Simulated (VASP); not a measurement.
A run of VASP 6.6.1 is set up as follows.

File INCAR:

```
PREC     = Accurate       # precision mode
ENCUT    = 600            # plane-wave cutoff, eV
EDIFF    = 1E-6           # SCF threshold, eV
ISMEAR   = 0              # smearing method
SIGMA    = 0.05           # smearing width, eV
LREAL    = F              # projectors in reciprocal space
LASPH    = T              # aspherical terms in the spheres
NELM     = 120            # most SCF steps
ALGO     = Normal         # electronic algorithm
ISIF     = 2              # what is computed and relaxed
LWAVE    = F              # write WAVECAR
LCHARG   = F              # write CHGCAR
GGA      = PE             # functional
NBANDS   = 36             # bands
GGA_COMPAT= F
```

KPOINTS

```
regular mesh
0
Gamma
  4 4 4
```

Contents of POSCAR:

```
Zn3PbO
1.0
    4.3834032071      0.0000000000      0.0000000000
    0.0000000000      4.3834032071      0.0000000000
    0.0000000000      0.0000000000      4.3834032071
Pb O Zn
1 1 3
Direct
    0.0000000000      0.0000000000      0.0000000000
    0.5000000000      0.5000000000      0.5000000000
    0.5000000000      0.5000000000      0.0000000000
    0.5000000000      0.0000000000      0.5000000000
    0.0000000000      0.5000000000      0.5000000000
```

Potentials or basis: VASP PAW PBE potentials, release 64 (Pb_d, O, Zn).

Launch:

```bash
$ cat potpaw_PBE.64/Pb_d/POTCAR potpaw_PBE.64/O/POTCAR potpaw_PBE.64/Zn/POTCAR > POTCAR
$ mpirun -np 1 vasp_std > vasp.out
```

Predict the pressure.

2.4 GPa.

Estimate the band gap on the k mesh.

zero (band 28 reaches 5.00 eV, above the bottom of band 29 at 4.11 eV).

Caveat: spin-orbit coupling is left out, which moves the levels of the heavy elements.
